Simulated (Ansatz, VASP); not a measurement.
**Two plane-wave programs on ZrSi23C24**

```
CELL_PARAMETERS angstrom
6.19000 0.00000 0.00000
-3.09500 5.36070 0.00000
0.00000 0.00000 15.17000
ATOMIC_POSITIONS crystal
Si 0.99723 0.99445 0.12814
Si 0.99723 0.50277 0.12814
Si 0.50000 0.00000 0.12719
Si 0.50555 0.50277 0.12814
Si 0.99988 0.99976 0.62415
Si 0.99988 0.50012 0.62415
Si 0.50000 0.00000 0.62088
Si 0.50024 0.50012 0.62415
Si 0.16667 0.33333 0.29181
Si 0.16732 0.83366 0.29368
Si 0.66634 0.33268 0.29368
Si 0.66634 0.83366 0.29368
Si 0.33476 0.16524 0.78776
Si 0.33476 0.66953 0.78776
Si 0.83047 0.16524 0.78776
Si 0.83333 0.66667 0.79172
Si 0.16623 0.83312 0.95939
Si 0.66688 0.33377 0.95939
Si 0.66688 0.83312 0.95939
Si 0.33290 0.16710 0.45807
Si 0.33290 0.66580 0.45807
Si 0.83420 0.16710 0.45807
Si 0.83333 0.66667 0.45849
Zr 0.16667 0.33333 0.95696
C 0.98549 0.97098 0.00604
C 0.98549 0.51451 0.00604
C 0.50000 0.00000 0.00128
C 0.52902 0.51451 0.00604
C 0.99988 0.99976 0.49935
C 0.99988 0.50012 0.49935
C 0.50000 0.00000 0.49692
C 0.50024 0.50012 0.49935
C 0.16667 0.33333 0.16619
C 0.16821 0.83411 0.16982
C 0.66589 0.33179 0.16982
C 0.66589 0.83411 0.16982
C 0.33545 0.16455 0.66357
C 0.33545 0.67089 0.66357
C 0.82911 0.16455 0.66357
C 0.83333 0.66667 0.66665
C 0.16667 0.33333 0.81661
C 0.16733 0.83367 0.83324
C 0.66633 0.33267 0.83324
C 0.66633 0.83367 0.83324
C 0.33271 0.16729 0.33386
C 0.33271 0.66543 0.33386
C 0.83457 0.16729 0.33386
C 0.83333 0.66667 0.33414
```

Alike in both runs: functional PBE; k mesh 4 × 4 × 2; occupations fermi-dirac, width 0.01 eV; no spin polarisation.

Ansatz relaxed the structure, and its values are those at the end. VASP's run is a single point on that final structure, the one shown.

```csv
,VASP,Ansatz
version,VASP 6.6.1,Ansatz 0.2.0
potentials or method,"VASP PAW PBE potentials, release 64 (Si, Zr_sv, C)","plane-wave PAW, scalar-relativistic"
plane-wave cutoff (eV),520,420
valence electrons in the cell,200,200
```

|  | VASP | Ansatz | Ansatz less VASP |
| --- | --- | --- | --- |
| gap on the k mesh at the Fermi level (eV) | 1.92 | 1.92 | +0.005 |
| pressure (GPa) | 4.9 | 4.9 | +0.06 |
| rms of the force components (eV/Å) | 0.009 | 0.008 | -0.0011 |

With one functional, cell and mesh, what is left measures potentials, basis and numerics. Ansatz's warnings: stress scf threshold loose.
